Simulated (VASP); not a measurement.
Write the native input for VASP 6.6.1 that does the following.

```
Task                   : relaxation of the atoms
Functional             : PBE
Dispersion             : D3(BJ)
Potentials or basis    : VASP PAW PBE potentials, release 64 (C, Cl, H)
Cutoff                 : 520 eV
k mesh                 : 1 × 1 × 1
Occupations            : fermi-dirac, width 0.05 eV
Spin                   : no spin polarisation
Dipole correction      : no
Further INCAR settings : LREAL = Auto; ALGO = Normal; EDIFF = 1e-07; IBRION = 2; EDIFFG = -0.3; NSW = 35
```

The structure of H3CCl lies in POSCAR:

```
H3CCl
1.0
    9.0287150000      0.0000000000      0.0000000000
    0.0000000000      9.0287150000      0.0000000000
    0.0000000000      0.0000000000      9.0287150000
C Cl H
8 8 24
Direct
    0.0946132000      0.7283346000      0.3359264000
    0.4191741000      0.3757492000      0.4216734000
    0.9355239000      0.4729196000      0.7398568000
    0.9438549000      0.1000907000      0.2629834000
    0.8144315000      0.1031802000      0.7521440000
    0.3246279000      0.3556408000      0.0387460000
    0.4081999000      0.6925926000      1.0002147000
    0.5650092000      0.6974695000      0.2887915000
    0.1190710000      0.7434759000      0.5306676000
    0.4665362000      0.1923701000      0.4753437000
    0.7712250000      0.5172731000      0.6409113000
    1.0828512000      0.1958430000      0.1616764000
    0.8325196000     -0.0141561000      0.9091681000
    0.3423615000      0.2093965000     -0.0918285000
    0.2982176000      0.8488451000      0.9528796000
    0.5710721000      0.7647651000      0.4736863000
    0.1010724000      0.8383103000      0.2870550000
    0.1815743000      0.6580451000      0.2909604000
   -0.0133753000      0.6796295000      0.3137662000
    0.4344251000      0.4492424000      0.5159652000
    0.4908649000      0.4096633000      0.3309263000
    0.3040209000      0.3775717000      0.3861600000
    0.9095984000      0.3902073000      0.8235905000
    1.0170845000      0.4292581000      0.6626149000
    0.9777533000      0.5728744000      0.7923019000
    0.9878036000      0.0704540000      0.3712191000
    0.8480988000      0.1721638000      0.2756730000
    0.9128693000      0.0006196000      0.2024015000
    0.8951940000      0.1922533000      0.7604010000
    0.8344571000      0.0384556000      0.6524721000
    0.7028692000      0.1487230000      0.7500275000
    0.3365752000      0.3105003000      0.1498513000
    0.4107856000      0.4372972000      0.0179168000
    0.2159598000      0.4062352000      0.0262466000
    0.4029271000      0.6124252000      0.9103805000
    0.5220385000      0.7285084000      1.0168161000
    0.3651451000      0.6437723000      1.1016427000
    0.5316590000      0.7872252000      0.2156035000
    0.6745546000      0.6577247000      0.2580516000
    0.4852026000      0.6073741000      0.2825867000
```

These files were run (other wordings do the same):

INCAR

```
SYSTEM = H3CCl
  PREC = Accurate
  ENCUT = 520
  EDIFF = 1E-7
  ISMEAR = -1
  SIGMA = 0.05
  LREAL = Auto
  LASPH = .True.
  NELM = 100
  ALGO = Normal
  ISIF = 2
  LWAVE = .False.
  LCHARG = .False.
  GGA = PE
  IVDW = 12
  IBRION = 2
  NSW = 35
  EDIFFG = -0.3
```

KPOINTS

```
Automatic mesh
0
Gamma
  1 1 1
  0 0 0
```

Potentials or basis: VASP PAW PBE potentials, release 64 (C, Cl, H).

The run is started by

```sh
$ cat potpaw_PBE.64/C/POTCAR potpaw_PBE.64/Cl/POTCAR potpaw_PBE.64/H/POTCAR > POTCAR
$ mpirun -np 1 vasp_gam > vasp.out
```

Results of the run:

```json
{"Energy gained by relaxing": "24.6 meV/atom", "Ionic steps": "26", "Pressure after relaxing": "-0.2 GPa", "Largest force after relaxing": "0.243 eV/Å", "Band gap on the k mesh": "5.15 eV", "Dispersion energy per atom": "-0.042 eV"}
```

Caveat: the k points lie up to 0.70 Å⁻¹ apart; the relaxation stopped at a loose force limit of 0.3 eV/Å, so its end isn't a converged minimum.

Wall time 50 min on 1 thread of AMD EPYC 7R43 64-Core Processor (Zen 3), on a shared host, peak memory 0.71 GiB.
